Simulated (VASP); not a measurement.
# ScAl3N4 (strained along c) (Cm) in VASP: single point with PBE

Aim: the single point of ScAl3N4 (strained along c) with PBE.

Program: VASP 6.6.1. These are calculated values, not measurements. Logs are shortened: lines on timing, memory, paths and dates and some standing lists are left out, and cuts for length are marked.

**1. The cell of the first run**

It takes space group Cm (No. 8, monoclinic). The conventional cell has a = 11.221 Å, b = 6.468 Å, c = 10.233 Å, α = 90.00°, β = 90.02°, γ = 90.00°. Within 2.6 Å of Al (site symmetry m) lie 4 N at 1.95 to 1.96 Å. Within 2.5 Å of Al (site symmetry 1) lie 4 N at 1.89 to 1.95 Å. Al (site symmetry 1) has 4 N at 1.88 to 1.94 Å within 2.5 Å. Within 2.6 Å of Al (site symmetry m) lie 4 N at 1.92 to 1.95 Å. Within 2.5 Å of Al (site symmetry 1) lie 4 N at 1.89 to 1.97 Å. Al (site symmetry 1) has 4 N at 1.90 to 1.96 Å within 2.5 Å. Al (site symmetry m) has 4 N at 1.89 to 1.98 Å within 2.5 Å. Al (site symmetry m) has 4 N at 1.92 to 1.96 Å within 2.5 Å.

**2. Single point, PBE**

INCAR

```
SYSTEM = ScAl3N4
PREC     = Accurate       ! precision mode
ENCUT    = 520            ! plane-wave cutoff, eV
EDIFF    = 1E-6           ! SCF threshold, eV
ISMEAR   = 0              ! smearing method
SIGMA    = 0.01           ! smearing width, eV
LREAL    = Auto         
LASPH    = .TRUE.         ! aspherical terms in the spheres
NELM     = 60             ! most SCF steps
ALGO     = Normal         ! electronic algorithm
ISIF     = 2              ! what is computed and relaxed
LWAVE    = .FALSE.        ! write WAVECAR
LCHARG   = .FALSE.        ! write CHGCAR
GGA      = PE             ! functional
NBANDS   = 102            ! bands
```

KPOINTS

```
regular mesh
0
G
  3 3 2
  0 0 0
```

POSCAR

```
ScAl3N4
1.0
    6.4681514216      0.0000000000      0.0000000000
   -3.2340757108      5.6105558141     -0.0012114811
    0.0000000000     -0.0021560362     10.2325578540
Al Sc N
12 4 16
Direct
    0.1675292683      0.3350585367     -0.0005284339
    0.1724216970      0.8352315916      0.0012210434
    0.1724784951      0.8361030412      0.4998648774
    0.6643270378      0.3286540756      0.0012336195
    0.6628098946      0.8352315916      0.0012210434
    0.6636245462      0.8361030412      0.4998648774
    0.3324745533      0.1617568347      0.2432563040
    0.3342382889      0.1657682532      0.7573110885
    0.3366790383      0.6733580766      0.2471347102
    0.3358811097      0.6717622193      0.7521881242
    0.8292822814      0.1617568347      0.2432563040
    0.8315299643      0.1657682532      0.7573110885
    0.1649092605      0.3298185209      0.4958781366
    0.6601949237      0.3203898475      0.4986330806
    0.8354358693      0.6708717385      0.2439651164
    0.8361815938      0.6723631875      0.7488701532
    0.1679534579      0.3359069159      0.1907721116
    0.1667729909      0.3335459818      0.7044665305
    0.1864047140      0.8415598371      0.1853890875
    0.1900294676      0.8472294648      0.6889766644
    0.6577338536      0.3154677072      0.1891619533
    0.6582610620      0.3165221241      0.7037424366
    0.6551551231      0.8415598371      0.1853890875
    0.6571999972      0.8472294648      0.6889766644
    0.3205248566      0.1449722044      0.4286986064
    0.3317657729      0.1656707068      0.9451963793
    0.3418898079      0.6837796158      0.4355449678
    0.3337116953      0.6674233906      0.9408339499
    0.8244473478      0.1449722044      0.4286986064
    0.8339049339      0.1656707068      0.9451963793
    0.8404854170      0.6809708340      0.4545171513
    0.8337616801      0.6675233603      0.9577582905
```

Potentials or basis: VASP PAW PBE potentials, release 64 (Al, Sc_sv, N).

Launch:

```console
$ cat potpaw_PBE.64/Al/POTCAR potpaw_PBE.64/Sc_sv/POTCAR potpaw_PBE.64/N/POTCAR > POTCAR
$ mpirun -np 1 vasp_std > vasp.out
```

OUTCAR:

```text
SYSTEM = ScAl3N4
   PREC = Accurate
   ENCUT = 520
   EDIFF = 1E-6
   ISMEAR = 0
   LREAL = Auto
   LASPH = .TRUE.
   NELM = 60
   ISIF = 2
   GGA = PE

 ion  position               nearest neighbor table
   1  0.168  0.335  0.999-  30 1.95  26 1.95  17 1.96  28 1.96  12 3.11   8 3.11  11 3.13   7 3.13
                            10 3.16   9 3.17   2 3.22   5 3.22   4 3.23   4 3.23   5 3.25   2 3.25
   2  0.172  0.835  0.001-  19 1.89  26 1.94  28 1.94  32 1.95   7 3.08   8 3.11   9 3.11  15 3.12
                            10 3.14   5 3.17   4 3.19  16 3.20   1 3.22   1 3.25   4 3.29   5 3.30
   3  0.172  0.836  0.500-  25 1.88  31 1.92  27 1.92  20 1.94  14 3.15  10 3.17   9 3.17  16 3.17
                             6 3.18   7 3.20   8 3.22  13 3.22  15 3.23  13 3.25   6 3.29  14 3.33
   4  0.664  0.329  0.001-  21 1.92  26 1.95  30 1.95  32 1.95   7 3.10  11 3.10   8 3.11  12 3.11
                            15 3.14   5 3.19   2 3.19  16 3.22   1 3.23   1 3.23   5 3.29   2 3.29
   5  0.663  0.835  0.001-  23 1.89  30 1.94  28 1.94  32 1.95  11 3.08  12 3.11   9 3.11  15 3.12
                            10 3.14   2 3.17   4 3.19  16 3.20   1 3.22   1 3.25   4 3.29   2 3.30
   6  0.664  0.836  0.500-  29 1.88  31 1.92  27 1.92  24 1.94  14 3.15  10 3.17   9 3.17  16 3.17
                             3 3.18  11 3.20  12 3.22  13 3.22  15 3.23  13 3.25   3 3.29  14 3.33
   7  0.332  0.162  0.243-  19 1.89  25 1.90  21 1.91  17 1.97   2 3.08   4 3.10   1 3.13   9 3.18
                            14 3.19  13 3.20  15 3.20   3 3.20  11 3.21  11 3.25  15 3.28   9 3.30
   8  0.334  0.166  0.757-  22 1.90  20 1.92  26 1.92  18 1.96   4 3.11   2 3.11   1 3.11  10 3.20
                            16 3.21  12 3.22  14 3.22   3 3.22  12 3.25  13 3.26  16 3.27  10 3.27
   9  0.337  0.673  0.247-  19 1.89  23 1.89  27 1.93  17 1.98   2 3.11   5 3.11   1 3.17   3 3.17
[... 17 lines left out ...]
  19  0.186  0.842  0.185-   2 1.89   7 1.89   9 1.89  15 2.06
  20  0.190  0.847  0.689-  10 1.92   8 1.92   3 1.94  16 2.08
  21  0.658  0.315  0.189-   7 1.91  11 1.91   4 1.92  15 2.07
  22  0.658  0.317  0.704-   8 1.90  12 1.90  16 2.05  14 2.10
[... 8 lines left out ...]
  31  0.840  0.681  0.455-   6 1.92   3 1.92  14 2.07  15 2.16
  32  0.834  0.668  0.958-   5 1.95   2 1.95   4 1.95  16 2.14

  LATTYP: Found a base centered monoclinic cell.
 ALAT       =    11.2211118898
 B/A-ratio  =     0.5764269606
 C/A-ratio  =     0.9119023303
 COS(beta)  =    -0.0004266324

  Lattice vectors:

 A1 = (   3.2340757108,   5.6105558141,  -0.0012114811)
 A2 = (  -3.2340757108,   5.6105558141,  -0.0012114811)
 A3 = (   0.0000000000,  -0.0021560362,  10.2325578540)

Analysis of symmetry for initial positions (statically):
=====================================================================
 Subroutine PRICEL returns:
 Original cell was already a primitive cell.

 Routine SETGRP: Setting up the symmetry group for a
 base centered monoclinic supercell.

 Subroutine GETGRP returns: Found  2 space group operations
 (whereof  2 operations were pure point group operations)
 out of a pool of  4 trial point group operations.

The static configuration has the point symmetry C_1h.

Analysis of symmetry for dynamics (positions and initial velocities):
=====================================================================
 Subroutine PRICEL returns:
 Original cell was already a primitive cell.

 Routine SETGRP: Setting up the symmetry group for a
 base centered monoclinic supercell.

 Subroutine GETGRP returns: Found  2 space group operations
 (whereof  2 operations were pure point group operations)
 out of a pool of  4 trial point group operations.

The dynamic configuration has the point symmetry C_1h.

 Subroutine INISYM returns: Found  2 space group operations
 (whereof  2 operations are pure point group operations),
 and found     1 'primitive' translations

----------------------------------------------------------------------------------------

                                     Primitive cell

  volume of cell :     371.3387

  direct lattice vectors                    reciprocal lattice vectors
     6.468151422  0.000000000  0.000000000     0.154603678  0.089117734  0.000018777
    -3.234075711  5.610555814 -0.001211481     0.000000000  0.178235469  0.000037555
     0.000000000 -0.002156036 10.232557854     0.000000000  0.000021102  0.097727280

  length of vectors
     6.468151422  6.475923387 10.232558081     0.178449624  0.178235473  0.097727282

  position of ions in fractional coordinates (direct lattice)
     0.167529268  0.335058537  0.999471566
     0.172421697  0.835231592  0.001221043
     0.172478495  0.836103041  0.499864877
     0.664327038  0.328654076  0.001233619
[... 75 lines left out ...]
     0.051534559  0.029705911  0.000006259     0.333333333 -0.000000000  0.000000000
     0.000000000  0.059411823  0.000012518     0.000000000  0.333333333  0.000000000
     0.000000000  0.000010551  0.048863640     0.000000000  0.000000000  0.500000000

  Length of vectors
     0.059483208  0.059411824  0.048863641

  Shift w.r.t. Gamma in fractional coordinates (k-lattice)
     0.000000000  0.000000000  0.000000000

 Subroutine IBZKPT returns following result:
 ===========================================

 Found      8 irreducible k-points:

 Following reciprocal coordinates:
            Coordinates               Weight
  0.000000  0.000000  0.000000      1.000000
  0.333333  0.000000 -0.000000      4.000000
  0.000000  0.333333  0.000000      2.000000
  0.333333  0.333333 -0.000000      2.000000
  0.000000  0.000000  0.500000      1.000000
  0.333333  0.000000  0.500000      4.000000
  0.000000  0.333333  0.500000      2.000000
  0.333333  0.333333  0.500000      2.000000
   k-points           NKPTS =      8   k-points in BZ     NKDIM =      8   number of bands    NBANDS=    102
   number of dos      NEDOS =    301   number of ions     NIONS =     32
   total plane-waves  NPLWV = 184320
   dimension x,y,z NGX =    48 NGY =   48 NGZ =   80
   dimension x,y,z NGXF=    96 NGYF=   96 NGZF=  160
   ions per type =              12   4  16
   NGX,Y,Z   is equivalent  to a cutoff of  12.34, 12.32, 13.00 a.u.
   NGXF,Y,Z  is equivalent  to a cutoff of  24.67, 24.64, 25.99 a.u.
 SYSTEM =  ScAl3N4
   PREC   = accura    normal or accurate (medium, high low for compatibility)
   ISTART =      0    job   : 0-new  1-cont  2-samecut
   ICHARG =      2    charge: 1-file 2-atom 10-const
   ISPIN  =      1    spin polarized calculation?
   LNONCOLLINEAR =      F non collinear calculations
   LSORBIT =      F    spin-orbit coupling
   LASPH  =      T    aspherical Exc in radial PAW
   ENCUT  =  520.0 eV  38.22 Ry    6.18 a.u.  12.03 12.04 19.03*2*pi/ulx,y,z
   NELM   =     60;   NELMIN=  2; NELMDL= -5     # of ELM steps
   EDIFF  = 0.1E-05   stopping-criterion for ELM
   LREAL  =      T    real-space projection
   EDIFFG = 0.1E-04   stopping-criterion for IOM
   NSW    =      0    number of steps for IOM
   IBRION =     -1    ionic relax: 0-MD 1-quasi-New 2-CG
   NFREE  =      0    steps in history (QN), initial steepest desc. (CG)
   ISIF   =      2    stress and relaxation
   ISYM   =      2    0-nonsym 1-usesym 2-fastsym
   POTIM  = 0.5000    time-step for ionic-motion
   TEBEG  =    0.0;   TEEND  =   0.0 temperature during run
   PSTRESS=    0.0 pullay stress
   NELECT =     160.0000    total number of electrons
   NUPDOWN=      -1.0000    fix difference up-down
   EMIN   =  10.00;   EMAX   =-10.00  energy-range for DOS
   EFERMI =   0.00;   METHOD = LEGACY
   ISMEAR =     0;   SIGMA  =   0.01  broadening in eV -4-tet -1-fermi 0-gaus
   EFERMI_NEDOS =   21; number of points for ismear=-14 and -15
   IALGO  =     38    algorithm
   IMIX   =      4    mixing-type and parameters
     AMIX     =   0.40;   BMIX     =  1.00
     AMIX_MAG =   1.60;   BMIX_MAG =  1.00
  volume/ion in A,a.u.               =      11.60        78.31
  Fermi-wavevector in a.u.,A,eV,Ry     =   1.236492  2.336632 20.802126  1.528913
  Thomas-Fermi vector in A             =   2.371099
   LORBIT       =      0    0 simple, 1 ext, 2 COOP (PROOUT), +10 PAW based schemes
   GGA     = PE    functional components
   LHFCALC =     F    Hartree Fock is set to
   AEXX    =    0.0000 exact exchange contribution
   IVDW    =     0    specifies the selected vdW correction
   LEPSILON=     F    determine dielectric tensor
   LRPA    =     F    only Hartree local field effects (RPA)
 non-spin polarized calculation
 Gauss-broadening in eV      SIGMA  =   0.01
  energy-cutoff  :      520.00
  volume of cell :      371.34
 maximum number of plane-waves:     10026
   NGX = 25   NGY = 25   NGZ = 39

 number of electron     160.0000009 magnetization

 Free energy of the ion-electron system (eV)
  ---------------------------------------------------
  ext. energy  EPLUGINS =         0.00000000
  ---------------------------------------------------
  free energy    TOTEN  =      -248.29721908 eV

  energy without entropy =     -248.29721908  energy(sigma->0) =     -248.29721908

 E-fermi :   4.9887     XC(G=0): -10.7138

 val. band max:        4.8426934750   @ k =   0.0000   0.0000   0.0000
 cond. band min:       8.4816512599   @ k =   0.0000   0.0000   0.0000
 fundamental gap:      3.6389577849
 Fermi energy:         4.9886727463

 k-point     1 :       0.0000    0.0000    0.0000
  band No.  band energies     occupation
      1     -42.0671      2.00000
      2     -42.0531      2.00000
      3     -41.9316      2.00000
      4     -41.8644      2.00000
      5     -20.9100      2.00000
      6     -20.8844      2.00000
[... 749 lines left out ...]
     91      10.0900      0.00000
     92      10.2032      0.00000
 [bands above 92 left out]

------------------------ aborting loop because EDIFF is reached ----------------------------------------

  FORCE on cell =-STRESS in cart. coord.  units (eV):
  Direction    XX          YY          ZZ          XY          YZ          ZX
  --------------------------------------------------------------------------------------
  -------------------------------------------------------------------------------------
  Total       -1.1195321     -1.1883176     -2.6824389      0.0000000      0.0414153      0.0000000
  in kB       -4.8303307     -5.1271128    -11.5736454      0.0000000      0.1786902      0.0000000
  external PRESSURE =      -7.1770296 kB  Pullay stress =       0.0000000 kB

 VOLUME and BASIS-vectors are now :
 -----------------------------------------------------------------------------
  energy-cutoff  :      520.00
  volume of cell :      371.34
      direct lattice vectors                 reciprocal lattice vectors
     6.468151422  0.000000000  0.000000000     0.154603678  0.089117734  0.000018777
    -3.234075711  5.610555814 -0.001211481     0.000000000  0.178235469  0.000037555
     0.000000000 -0.002156036 10.232557854     0.000000000  0.000021102  0.097727280

 POSITION                                       TOTAL-FORCE (eV/Angst)
 -----------------------------------------------------------------------------------
     -0.00000      1.87771     10.22674         0.000000      0.001230     -0.001832
     -1.58595      4.68611      0.01148         0.001357     -0.000993      0.002583
     -1.58840      4.68993      5.11388        -0.000595     -0.002175     -0.002133
      3.23408      1.84393      0.01222         0.000000     -0.001950      0.001377
      1.58595      4.68611      0.01148        -0.001357     -0.000993      0.002583
      1.58840      4.68993      5.11388         0.000595     -0.002175     -0.002133
[... 24 lines left out ...]
      3.23408      3.81964      4.65005        -0.000000      0.063985      0.031609
      3.23408      3.74311      9.79951         0.000000     -0.000029      0.043662
 -----------------------------------------------------------------------------------
    total drift:                               -0.000001     -0.005534     -0.007545

  FREE ENERGIE OF THE ION-ELECTRON SYSTEM (eV)
  ---------------------------------------------------
  free  energy   TOTEN  =      -248.2972190802 eV

  energy  without entropy=     -248.2972190802  energy(sigma->0) =     -248.29721908
```

It took 8.1 min on 1 thread of Intel Xeon Platinum 8488C (Sapphire Rapids), shared host; peak memory 0.54 GiB.

What came out:

```
Free energy            : -248.2972 eV
Pressure               : -0.7 GPa
Largest force          : 0.084 eV/Å
Band gap on the k mesh : 3.64 eV, direct
```

Forces in eV/Å, atoms in the order of the input:
```
Al   0.000  0.001 -0.002
Al   0.001 -0.001  0.003
Al  -0.001 -0.002 -0.002
Al   0.000 -0.002  0.001
Al  -0.001 -0.001  0.003
Al   0.001 -0.002 -0.002
Al   0.002 -0.001  0.002
Al   0.000  0.001  0.000
Al   0.000  0.001 -0.001
Al   0.000  0.001  0.002
Al  -0.002 -0.001  0.002
Al   0.000  0.001  0.000
Sc   0.000  0.015  0.020
Sc   0.000  0.012  0.007
Sc   0.000 -0.005  0.014
Sc   0.000  0.007  0.006
N    0.000  0.000  0.000
N    0.000 -0.001  0.052
N    0.054  0.031 -0.019
N    0.052  0.030 -0.020
N    0.000 -0.061 -0.019
N    0.000 -0.066  0.041
N   -0.054  0.031 -0.019
N   -0.052  0.030 -0.020
N   -0.001 -0.069 -0.048
N    0.000 -0.001 -0.003
N    0.000  0.059 -0.019
N    0.000  0.002 -0.002
N    0.001 -0.069 -0.048
N    0.000 -0.001 -0.003
N    0.000  0.064  0.032
N    0.000  0.000  0.044
```

Stress tensor (GPa, compression positive):
```
-0.48  0.00  0.00
 0.00 -0.51  0.02
 0.00  0.02 -1.16
```
